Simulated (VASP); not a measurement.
Wanted: the native input for a VASP 6.6.1 run.

```
Task                   : single point
Functional             : PBEsol
Potentials or basis    : VASP PAW PBE potentials, release 64 (Ti_sv, C)
Cutoff                 : 520 eV
k mesh                 : 24 × 24 × 24
Occupations            : gaussian, width 0.15 eV
Spin                   : no spin polarisation
Dipole correction      : no
Further INCAR settings : ALGO = Normal; EDIFF = 1e-06; NBANDS = 15
```

The structure of TiC lies in POSCAR:

```
TiC
1.0
    0.0000000000      2.0393512101      2.2003526214
    2.0393512101      0.0000000000      2.2003526214
    2.0393512101      2.0393512101      0.0000000000
Ti C
1 1
Direct
    0.0000000000      0.0000000000      0.0000000000
    0.5000000000      0.5000000000      0.5000000000
```

This cell differs from its parent crystal: strain -0.050 along x and y, +0.025 along z.

These files were run (other wordings do the same):

INCAR

```
PREC = Accurate
ENCUT = 520
EDIFF = 1E-6
ISMEAR = 0
SIGMA = 0.15
LREAL = False
LASPH = True
NELM = 60
ALGO = Normal
ISIF = 2
LWAVE = False
LCHARG = True
GGA = PS
LELF = True
LVHAR = True
NBANDS = 15
```

KPOINTS

```
regular mesh
0
Gamma
  24 24 24
```

Potentials or basis: VASP PAW PBE potentials, release 64 (Ti_sv, C).

Command:

```bash
$ cat potpaw_PBE.64/Ti_sv/POTCAR potpaw_PBE.64/C/POTCAR > POTCAR
$ mpirun -np 1 vasp_std > vasp.out
```

It gave:

* Pressure: 27.8 GPa
* Band gap on the k mesh: zero (bands 8 and 9 overlap by 1.59 eV)

Caveat: the cell differs from its parent crystal (strain -0.050 along x and y, +0.025 along z); the stress differs along the axes, from -0 to 42 GPa; the PAW data sets were made with another functional, which shifts forces and pressure a little.

It took 3.5 min on 1 thread of Intel Xeon 8259CL (shared host), peak memory 0.4 GiB.
